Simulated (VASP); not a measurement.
**AlRu: single point with PBE**

Crystal: AlRu.

```
Al Ru
1.0
     2.99160    0.00000    0.00000
     0.00000    2.99160    0.00000
     0.00000    0.00000    2.99160
Al Ru
1 1
Direct
  0.92909 0.92909 0.79944
  0.50000 0.50000 0.50000
```

This cell differs from its parent crystal: atom 1 (Al) moved by (-0.300, -0.600) A along [1 1 0] and z.

| Item | Value |
| --- | --- |
| Program | VASP 6.6.1 |
| Task | single point |
| Functional | PBE |
| Potentials or basis | VASP PAW PBE potentials, release 64 (Al, Ru_pv) |
| Cutoff | 520 eV |
| k mesh | 16 × 16 × 16 |
| Occupations | gaussian, width 0.15 eV |
| Spin | no spin polarisation |
| Dipole correction | no |
| Further INCAR settings | ALGO = Fast; EDIFF = 1e-06; NBANDS = 16 |

```yaml
Pressure: 37.8 GPa
Largest_force: 8.000 eV/Å
Band_gap_on_the_k_mesh: zero (an odd number of electrons rules out a gap without spin polarisation)
```

Forces on the atoms (eV/Å):
```
Al   4.089  4.089  5.528
Ru  -4.089 -4.089 -5.528
```

Stress tensor (GPa, compression positive):
```
48.57 16.25 20.87
16.25 48.57 20.87
20.87 20.87 16.23
```

Levels at points of the mesh, in eV from the Fermi level:
```tsv
k point	band 5	band 6	band 7	band 8	band 9	band 10	band 11	band 12	band 13	band 14
(0.00, 0.00, 0.00)	-4.03	-3.65	-0.50	0.24	0.29	6.44	6.63	7.52	11.06	12.12
(0.50, 0.00, 0.00)	-5.09	-3.03	-2.05	-1.43	0.34	2.18	7.97	10.45	12.11	12.61
(0.00, 0.00, 0.50)	-4.67	-3.41	-1.52	-1.39	-0.05	2.64	8.64	10.62	10.85	12.51
(0.50, 0.50, 0.00)	-2.79	-1.86	-1.65	-0.06	0.04	1.42	5.05	5.52	12.53	12.59
(0.00, 0.50, 0.50)	-3.77	-1.81	-1.32	-0.83	-0.12	1.45	5.31	6.00	11.82	12.61
(0.50, 0.50, 0.50)	-4.27	-4.25	1.50	1.56	2.16	3.71	4.15	4.95	9.09	9.25
```

Run time: 4.3 min on 1 thread of Intel Xeon 8259CL, with other jobs on the host, peak memory 0.53 GiB.

Caveat: the cell differs from its parent crystal (atom 1 (Al) moved by (-0.300, -0.600) A along [1 1 0] and z); the stress differs along the axes, from 16 to 49 GPa; forces of over 1 eV/Å act on the atoms, so gaps and moduli don't describe the material at rest.
